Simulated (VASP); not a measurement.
The system is TeWS5.

```xyz
7
Lattice="4.1988 0.0000 0.0000 0.0000 4.1988 0.0000 0.0000 0.0000 7.4624" Properties=species:S:1:pos:R:3 pbc="T T T"
Te    0.0000    0.0000    0.0000
W     2.0994    2.0994    3.7312
S     2.0994    2.0994    0.0000
S     2.0994    0.0000    5.0326
S     0.0000    2.0994    5.0326
S     2.0994    0.0000    2.4298
S     0.0000    2.0994    2.4298
```

The cell was generated, and may not be a known phase.

- Program: VASP 6.6.1
- Task: relaxation of cell and atoms
- Functional: PBE
- Potentials or basis: VASP PAW PBE potentials, release 64 (Te, W_sv, S)
- Cutoff: 600 eV
- k mesh: 10 × 10 × 6
- Occupations: gaussian, width 0.1 eV
- Spin: no spin polarisation

At the start: pressure 0.3 GPa; volume 18.79 Å³/atom.

Problem. How do energy, volume and symmetry change on relaxing?

Solution. Over 32 steps the energy falls by 36.9 meV/atom and the volume is 17.72 Å³/atom (-5.7 %); space group P4/mmm (No. 123, to 0.1 Å) before and after.

The path:
```
step  energy change (eV)  largest force (eV/Å)  pressure (GPa)  volume (Å³)
   1              0.0000                0.0587            0.28       131.56
   2             -0.0015                0.0030           -0.37       132.18
   3             -0.0015                0.0056           -0.34       132.15
   4             -0.0033                0.0007           -0.34       131.98
   5             -0.0085                0.0128           -0.31       131.46
   6             -0.0192                0.0497           -0.15       130.37
   7             -0.0705                0.0908            0.43       128.03
   8             -0.2164                0.3190            2.79       122.68
   9             -0.2167                0.3198            2.80       122.66
  10             -0.2175                0.3210            2.79       122.61
  11             -0.2184                0.3237            2.80       122.50
  12             -0.2182                0.3280            2.84       122.28
  13             -0.2186                0.3262            2.82       122.38
  14             -0.2200                0.3210            2.76       122.44
  15             -0.2241                0.3061            2.53       122.64
  16             -0.2314                0.2763            2.10       123.04
  17             -0.2422                0.2185            1.25       123.84
  18             -0.2498                0.1082           -0.36       125.45
  19             -0.2499                0.1169           -0.24       125.31
  20             -0.2504                0.1143           -0.24       125.28
  21             -0.2516                0.1056           -0.22       125.18
  22             -0.2539                0.0881           -0.17       124.97
  23             -0.2568                0.0480           -0.08       124.56
  24             -0.2553                0.0481            0.17       123.75
  25             -0.2575                0.0170            0.00       124.28
  26             -0.2575                0.0149            0.00       124.26
  27             -0.2577                0.0117           -0.01       124.24
  28             -0.2582                0.0034           -0.05       124.19
  29             -0.2583                0.0139           -0.12       124.07
  30             -0.2584                0.0061           -0.09       124.12
  31             -0.2582                0.0098            0.22       123.76
  32             -0.2584                0.0014            0.00       124.01
```

Final structure:
```yaml
crystal:
  lattice:
    - [4.45012, 0.00000, 0.00000]
    - [0.00000, 4.45012, 0.00000]
    - [0.00000, 0.00000, 6.26219]
  atoms:
    - { symbol: Te, position: [0.00000, 0.00000, 0.00000] }
    - { symbol: W, position: [0.50000, 0.50000, 0.50000] }
    - { symbol: S, position: [0.50000, 0.50000, 0.00000] }
    - { symbol: S, position: [0.50000, 0.00000, 0.69355] }
    - { symbol: S, position: [0.00000, 0.50000, 0.69355] }
    - { symbol: S, position: [0.50000, 0.00000, 0.30645] }
    - { symbol: S, position: [0.00000, 0.50000, 0.30645] }
```

Caveat: a cell axis changed by over 15 % at a fixed basis, so the end point is rough.
